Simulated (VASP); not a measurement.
Input of a VASP 6.6.1 run:

INCAR

```
SYSTEM = Ir
PREC     = Accurate       ! precision mode
ENCUT    = 520            ! plane-wave cutoff, eV
EDIFF    = 1E-6           ! SCF threshold, eV
ISMEAR   = 0              ! smearing method
SIGMA    = 0.1            ! smearing width, eV
LREAL    = .False.        ! projectors in reciprocal space
LASPH    = .True.         ! aspherical terms in the spheres
NELM     = 100            ! most SCF steps
ALGO     = Fast           ! electronic algorithm
ISIF     = 2              ! what is computed and relaxed
LWAVE    = .False.        ! write WAVECAR
LCHARG   = .False.        ! write CHGCAR
LDIPOL   = .True.       
IDIPOL   = 3            
DIPOL    = 0.5 0.5 0.500
GGA      = PE             ! functional
NBANDS   = 30             ! bands
```

The input KPOINTS:

```
regular mesh
0
Gamma
  15 15 1
  0 0 0
```

POSCAR

```
Ir
1.0
    2.7369673410      0.0000000000      0.0000000000
   -1.3684836705      2.3702832466      0.0000000000
    0.0000000000      0.0000000000     23.9388979041
Ir
5
Direct
    0.6666666667      0.3333333333      0.3155646408
    0.3333333333      0.6666666667      0.4068904388
    0.0000000000      0.0000000000      0.4999999999
    0.6666666667      0.3333333333      0.5931095613
    0.3333333333      0.6666666667      0.6844353592
```

Potentials or basis: VASP PAW PBE potentials, release 64 (Ir).

The run is started by

```sh
$ cat potpaw_PBE.64/Ir/POTCAR > POTCAR
$ mpirun -np 1 vasp_std > vasp.out
```

**Question.** Estimate the largest force.

**Answer.** 0.029 eV/Å.

Forces on the atoms (eV/Å):
```
Ir   0.000  0.000 -0.029
Ir   0.000  0.000  0.000
Ir   0.000  0.000  0.000
Ir   0.000  0.000  0.000
Ir   0.000  0.000  0.029
```
